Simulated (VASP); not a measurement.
# GeOs2 (Fm-3m) in VASP: single point with PBEsol

Aim: the single point of GeOs2 with PBEsol.

Program: VASP 6.6.1. These are calculated values, not measurements. Logs are shortened: lines on timing, memory, paths and dates and some standing lists are left out, and cuts for length are marked.

**1. The cell of the first run**

The structure is cubic, space group Fm-3m (No. 225). The conventional cell has a = 5.731 Å, b = 5.731 Å, c = 5.731 Å, α = 90.00°, β = 90.00°, γ = 90.00°. Within 3.3 Å of Os (site symmetry -43m) lie 4 Ge at 2.48 Å and 6 Os at 2.87 Å. Ge (site symmetry m-3m) has 8 Os at 2.48 Å within 3.3 Å.

**2. Single point, PBEsol**

Input file POSCAR:

```
GeOs2
1.0
    0.0000000000      2.8654562557      2.8654562557
    2.8654562557      0.0000000000      2.8654562557
    2.8654562557      2.8654562557      0.0000000000
Os Ge
2 1
Direct
    0.2500000000      0.2500000000      0.2500000000
    0.7500000000      0.7500000000      0.7500000000
    0.0000000000      0.0000000000      0.0000000000
```

Input file INCAR.step1:

```
ALGO = Normal
EDIFF = 1E-6
ENCUT = 520
GGA = PS
ISIF = 2
ISMEAR = 0
LASPH = True
LCHARG = True
LMAXMIX = 4
LREAL = False
LWAVE = False
NBANDS = 22
NELM = 60
PREC = Accurate
SIGMA = 0.05
```

Input file KPOINTS.step1:

```
k-points
0
Gamma
  10 10 10
```

Input file INCAR.step2:

```
ALGO = Normal
EDIFF = 1E-6
ENCUT = 520
GGA = PS
ICHARG = 11
ISIF = 2
ISMEAR = -5
LASPH = True
LCHARG = False
LMAXMIX = 4
LORBIT = 10
LREAL = False
LWAVE = False
NBANDS = 22
NEDOS = 2001
NELM = 60
PREC = Accurate
SIGMA = 0.05
```

Input file KPOINTS.step2:

```
k-points
0
Gamma
  15 15 15
```

Potentials or basis: VASP PAW PBE potentials, release 64 (Os, Ge_d).

Launch:

```
> cat potpaw_PBE.64/Os/POTCAR potpaw_PBE.64/Ge_d/POTCAR > POTCAR
> cp INCAR.step1 INCAR
> cp KPOINTS.step1 KPOINTS
> mpirun -np 1 vasp_std > vasp.out
> cp INCAR.step2 INCAR
> cp KPOINTS.step2 KPOINTS
> mpirun -np 1 vasp_std > vasp.out
```

OUTCAR:

```text
EDIFF = 1E-6
   ENCUT = 520
   GGA = PS
   ICHARG = 11
   ISIF = 2
   ISMEAR = -5
   LASPH = True
   LORBIT = 10
   LREAL = False
   NELM = 60
   PREC = Accurate

 ion  position               nearest neighbor table
   1  0.250  0.250  0.250-   3 2.48   3 2.48   3 2.48   3 2.48   2 2.87   2 2.87   2 2.87   2 2.87
                             2 2.87   2 2.87
   2  0.750  0.750  0.750-   3 2.48   3 2.48   3 2.48   3 2.48   1 2.87   1 2.87   1 2.87   1 2.87
                             1 2.87   1 2.87
   3  0.000  0.000  0.000-   2 2.48   2 2.48   2 2.48   1 2.48   2 2.48   1 2.48   1 2.48   1 2.48

  LATTYP: Found a face centered cubic cell.
 ALAT       =     5.7309125114

  Lattice vectors:

 A1 = (   0.0000000000,   2.8654562557,   2.8654562557)
 A2 = (   2.8654562557,   0.0000000000,   2.8654562557)
 A3 = (   2.8654562557,   2.8654562557,   0.0000000000)

Analysis of symmetry for initial positions (statically):
=====================================================================
 Subroutine PRICEL returns:
 Original cell was already a primitive cell.

 Routine SETGRP: Setting up the symmetry group for a
 face centered cubic supercell.

 Subroutine GETGRP returns: Found 48 space group operations
 (whereof 48 operations were pure point group operations)
 out of a pool of 48 trial point group operations.

The static configuration has the point symmetry O_h .

Analysis of symmetry for dynamics (positions and initial velocities):
=====================================================================
 Subroutine PRICEL returns:
 Original cell was already a primitive cell.

 Routine SETGRP: Setting up the symmetry group for a
 face centered cubic supercell.

 Subroutine GETGRP returns: Found 48 space group operations
 (whereof 48 operations were pure point group operations)
 out of a pool of 48 trial point group operations.

The dynamic configuration has the point symmetry O_h .

 Subroutine INISYM returns: Found 48 space group operations
 (whereof 48 operations are pure point group operations),
 and found     1 'primitive' translations

----------------------------------------------------------------------------------------

                                     Primitive cell

  volume of cell :      47.0556

  direct lattice vectors                    reciprocal lattice vectors
     0.000000000  2.865456256  2.865456256    -0.174492282  0.174492282  0.174492282
     2.865456256  0.000000000  2.865456256     0.174492282 -0.174492282  0.174492282
     2.865456256  2.865456256  0.000000000     0.174492282  0.174492282 -0.174492282

  length of vectors
     4.052367099  4.052367099  4.052367099     0.302229497  0.302229497  0.302229497

  position of ions in fractional coordinates (direct lattice)
     0.250000000  0.250000000  0.250000000
     0.750000000  0.750000000  0.750000000
     0.000000000  0.000000000  0.000000000

  ion indices of the primitive-cell ions
   primitive index   ion index
                 1           1
                 2           2
                 3           3

----------------------------------------------------------------------------------------

 KPOINTS: k-points

Automatic generation of k-mesh.
 Grid dimensions read from file:
 generate k-points for:   15   15   15

 Generating k-lattice:

  Cartesian coordinates                     Fractional coordinates (reciprocal lattice)
    -0.011632819  0.011632819  0.011632819     0.066666667  0.000000000  0.000000000
     0.011632819 -0.011632819  0.011632819     0.000000000  0.066666667  0.000000000
     0.011632819  0.011632819 -0.011632819     0.000000000  0.000000000  0.066666667

  Length of vectors
     0.020148633  0.020148633  0.020148633

  Shift w.r.t. Gamma in fractional coordinates (k-lattice)
     0.000000000  0.000000000  0.000000000

 TETIRR: Found    484 inequivalent tetrahedra from    20250

 Subroutine IBZKPT returns following result:
 ===========================================

 Found    120 irreducible k-points:

 Following reciprocal coordinates:
            Coordinates               Weight
  0.000000  0.000000  0.000000      1.000000
  0.066667  0.000000  0.000000      8.000000
  0.133333  0.000000  0.000000      8.000000
  0.200000  0.000000  0.000000      8.000000
  0.266667  0.000000  0.000000      8.000000
  0.333333  0.000000  0.000000      8.000000
[... 16 lines left out ...]
  0.133333  0.133333  0.000000      6.000000
  0.200000  0.133333  0.000000     24.000000
 [... further k-points ...]
   k-points           NKPTS =    120   k-points in BZ     NKDIM =    120   number of bands    NBANDS=     22
   number of dos      NEDOS =   2001   number of ions     NIONS =      3
   total plane-waves  NPLWV =  27000
   dimension x,y,z NGX =    30 NGY =   30 NGZ =   30
   dimension x,y,z NGXF=    60 NGYF=   60 NGZF=   60
   ions per type =               2   1
   NGX,Y,Z   is equivalent  to a cutoff of  12.31, 12.31, 12.31 a.u.
   NGXF,Y,Z  is equivalent  to a cutoff of  24.61, 24.61, 24.61 a.u.
 SYSTEM =  unknown system
   PREC   = accura    normal or accurate (medium, high low for compatibility)
   ISTART =      0    job   : 0-new  1-cont  2-samecut
   ICHARG =     11    charge: 1-file 2-atom 10-const
   ISPIN  =      1    spin polarized calculation?
   LNONCOLLINEAR =      F non collinear calculations
   LSORBIT =      F    spin-orbit coupling
   LASPH  =      T    aspherical Exc in radial PAW
   ENCUT  =  520.0 eV  38.22 Ry    6.18 a.u.   7.53  7.53  7.53*2*pi/ulx,y,z
   NELM   =     60;   NELMIN=  2; NELMDL=  0     # of ELM steps
   EDIFF  = 0.1E-05   stopping-criterion for ELM
   LREAL  =      F    real-space projection
   EDIFFG = 0.1E-04   stopping-criterion for IOM
   NSW    =      0    number of steps for IOM
   IBRION =     -1    ionic relax: 0-MD 1-quasi-New 2-CG
   NFREE  =      0    steps in history (QN), initial steepest desc. (CG)
   ISIF   =      2    stress and relaxation
   ISYM   =      2    0-nonsym 1-usesym 2-fastsym
   POTIM  = 0.5000    time-step for ionic-motion
   TEBEG  =    0.0;   TEEND  =   0.0 temperature during run
   PSTRESS=    0.0 pullay stress
   NELECT =      30.0000    total number of electrons
   NUPDOWN=      -1.0000    fix difference up-down
   EMIN   =  10.00;   EMAX   =-10.00  energy-range for DOS
   EFERMI =   0.00;   METHOD = LEGACY
   ISMEAR =    -5;   SIGMA  =   0.05  broadening in eV -4-tet -1-fermi 0-gaus
   EFERMI_NEDOS =   21; number of points for ismear=-14 and -15
   IALGO  =     38    algorithm
   IMIX   =      4    mixing-type and parameters
     AMIX     =   0.40;   BMIX     =  1.00
     AMIX_MAG =   1.60;   BMIX_MAG =  1.00
  volume/ion in A,a.u.               =      15.69       105.85
  Fermi-wavevector in a.u.,A,eV,Ry     =   1.409002  2.662627 27.011447  1.985285
  Thomas-Fermi vector in A             =   2.531102
   LORBIT       =     10    0 simple, 1 ext, 2 COOP (PROOUT), +10 PAW based schemes
   GGA     = PS    functional components
   LHFCALC =     F    Hartree Fock is set to
   AEXX    =    0.0000 exact exchange contribution
   IVDW    =     0    specifies the selected vdW correction
   LEPSILON=     F    determine dielectric tensor
   LRPA    =     F    only Hartree local field effects (RPA)
 non-spin polarized calculation
 Fermi weights with tetrahedron method with Bloechl corrections
  energy-cutoff  :      520.00
  volume of cell :       47.06
 maximum number of plane-waves:      1295

 number of electron      29.9999993 magnetization

 Free energy of the ion-electron system (eV)
  ---------------------------------------------------
  ext. energy  EPLUGINS =         0.00000000
  ---------------------------------------------------
  free energy    TOTEN  =       -27.13856927 eV

  energy without entropy =      -27.13856927  energy(sigma->0) =      -27.13856927

 E-fermi :   7.4144     XC(G=0): -12.9456

 val. band max:        7.4236582049   @ k =   0.4667   0.2000   0.0000
 cond. band min:       7.3682449906   @ k =   0.4000   0.1333   0.0667
 fundamental gap:     -0.0554132144
 Fermi energy:         7.4143601513

 k-point     1 :       0.0000    0.0000    0.0000
  band No.  band energies     occupation
      1     -16.6778      2.00000
      2     -16.6778      2.00000
      3     -16.6778      2.00000
      4     -16.6399      2.00000
      5     -16.6399      2.00000
      6      -4.7917      2.00000
[... 14 lines left out ...]
     21      14.2348      0.00000
     22      14.2348      0.00000

 k-point     2 :       0.0667    0.0000    0.0000
  band No.  band energies     occupation
      1     -16.6785      2.00000
      2     -16.6780      2.00000
      3     -16.6780      2.00000
      4     -16.6397      2.00000
      5     -16.6397      2.00000
      6      -4.7294      2.00000
[... 14 lines left out ...]
     21      14.3933      0.00000
     22      14.3937      0.00000

 k-point     3 :       0.1333    0.0000    0.0000
  band No.  band energies     occupation
      1     -16.6805      2.00000
      2     -16.6786      2.00000
      3     -16.6786      2.00000
      4     -16.6391      2.00000
      5     -16.6391      2.00000
      6      -4.5467      2.00000
[... 14 lines left out ...]
     21      14.7222      0.00000
     22      14.8851      0.00000

 k-point     4 :       0.2000    0.0000    0.0000
  band No.  band energies     occupation
      1     -16.6834      2.00000
      2     -16.6794      2.00000
      3     -16.6794      2.00000
      4     -16.6383      2.00000
      5     -16.6383      2.00000
      6      -4.2582      2.00000
[... 14 lines left out ...]
     21      14.9675      0.00000
     22      15.5311      0.00000

 k-point     5 :       0.2667    0.0000    0.0000
  band No.  band energies     occupation
      1     -16.6868      2.00000
      2     -16.6803      2.00000
      3     -16.6803      2.00000
      4     -16.6373      2.00000
      5     -16.6373      2.00000
      6      -3.8917      2.00000
[... 14 lines left out ...]
     21      15.3426      0.00000
     22      16.1227      0.00000

 k-point     6 :       0.3333    0.0000    0.0000
  band No.  band energies     occupation
      1     -16.6901      2.00000
      2     -16.6812      2.00000
      3     -16.6812      2.00000
      4     -16.6364      2.00000
      5     -16.6364      2.00000
      6      -3.4948      2.00000
[... 14 lines left out ...]
     21      15.8831      0.00000
     22      16.5487      0.00000

 k-point     7 :       0.4000    0.0000    0.0000
  band No.  band energies     occupation
      1     -16.6927      2.00000
      2     -16.6819      2.00000
      3     -16.6819      2.00000
      4     -16.6357      2.00000
      5     -16.6357      2.00000
      6      -3.1411      2.00000
[... 324 lines left out ...]
      6      -4.0951      2.00000
[... 14 lines left out ...]
     21      15.0161      0.00000
     22      15.8448      0.00000

 k-point    21 :      -0.1333    0.0667    0.0000
  band No.  band energies     occupation
      1     -16.6818      2.00000
      2     -16.6792      2.00000
      3     -16.6789      2.00000
      4     -16.6390      2.00000
      5     -16.6385      2.00000
      6      -4.4095      2.00000
[... 14 lines left out ...]
     21      14.7841      0.00000
     22      15.3654      0.00000

 k-point    22 :      -0.0667    0.0667    0.0000
  band No.  band energies     occupation
      1     -16.6796      2.00000
      2     -16.6785      2.00000
      3     -16.6783      2.00000
      4     -16.6395      2.00000
      5     -16.6392      2.00000
      6      -4.6271      2.00000
[... 14 lines left out ...]
     21      14.5247      0.00000
     22      14.6200      0.00000

 k-point    23 :       0.1333    0.1333    0.0000
  band No.  band energies     occupation
      1     -16.6810      2.00000
      2     -16.6790      2.00000
      3     -16.6790      2.00000
      4     -16.6394      2.00000
      5     -16.6383      2.00000
      6      -4.4681      2.00000
[... 14 lines left out ...]
     21      13.8941      0.00000
     22      15.6073      0.00000

 k-point    24 :       0.2000    0.1333    0.0000
  band No.  band energies     occupation
      1     -16.6831      2.00000
      2     -16.6797      2.00000
      3     -16.6797      2.00000
      4     -16.6391      2.00000
      5     -16.6375      2.00000
      6      -4.2583      2.00000
[... 14 lines left out ...]
     21      14.3869      0.00000
     22      16.0240      0.00000

 [... further k-points ...]

------------------------ aborting loop because EDIFF is reached ----------------------------------------

  FORCE on cell =-STRESS in cart. coord.  units (eV):
  Direction    XX          YY          ZZ          XY          YZ          ZX
  --------------------------------------------------------------------------------------
  -------------------------------------------------------------------------------------
  Total        0.0757975      0.0757975      0.0757975      0.0000000      0.0000000     -0.0000000
  in kB        2.5807997      2.5807997      2.5807997      0.0000000      0.0000000     -0.0000000
  external PRESSURE =       2.5807997 kB  Pullay stress =       0.0000000 kB

 VOLUME and BASIS-vectors are now :
 -----------------------------------------------------------------------------
  energy-cutoff  :      520.00
  volume of cell :       47.06
      direct lattice vectors                 reciprocal lattice vectors
     0.000000000  2.865456256  2.865456256    -0.174492282  0.174492282  0.174492282
     2.865456256  0.000000000  2.865456256     0.174492282 -0.174492282  0.174492282
     2.865456256  2.865456256  0.000000000     0.174492282  0.174492282 -0.174492282

 POSITION                                       TOTAL-FORCE (eV/Angst)
 -----------------------------------------------------------------------------------
      1.43273      1.43273      1.43273         0.000000      0.000000      0.000000
      4.29818      4.29818      4.29818        -0.000000     -0.000000     -0.000000
      0.00000      0.00000      0.00000        -0.000000     -0.000000      0.000000
 -----------------------------------------------------------------------------------
    total drift:                                0.000000     -0.000000     -0.000000

  FREE ENERGIE OF THE ION-ELECTRON SYSTEM (eV)
  ---------------------------------------------------
  free  energy   TOTEN  =       -27.1385692674 eV

  energy  without entropy=      -27.1385692674  energy(sigma->0) =      -27.13856927

 total charge

# of ion       s       p       d       tot
------------------------------------------
    1        0.588   0.548   6.145   7.281
    2        0.588   0.548   6.145   7.281
    3        1.063   1.469  10.249  12.781
--------------------------------------------------
tot          2.240   2.565  22.539  27.344
```

It took 2.7 min on 1 thread of Intel Xeon 8259CL, shared host; peak memory 0.25 GiB.

What came out:

- Valence electrons inside the program's atomic spheres: Os 7.28; Ge 12.78

Levels at points of the mesh, in eV from the Fermi level:
```csv
k point,band 12,band 13,band 14,band 15,band 16,band 17,band 18,band 19
"(0.00, 0.00, 0.00)",0.80,0.80,0.80,2.41,2.71,2.71,6.14,6.14
```

Caveat: the PAW data sets were made with another functional, which shifts forces and pressure a little; spin-orbit coupling is left out, which moves the levels of the heavy elements.
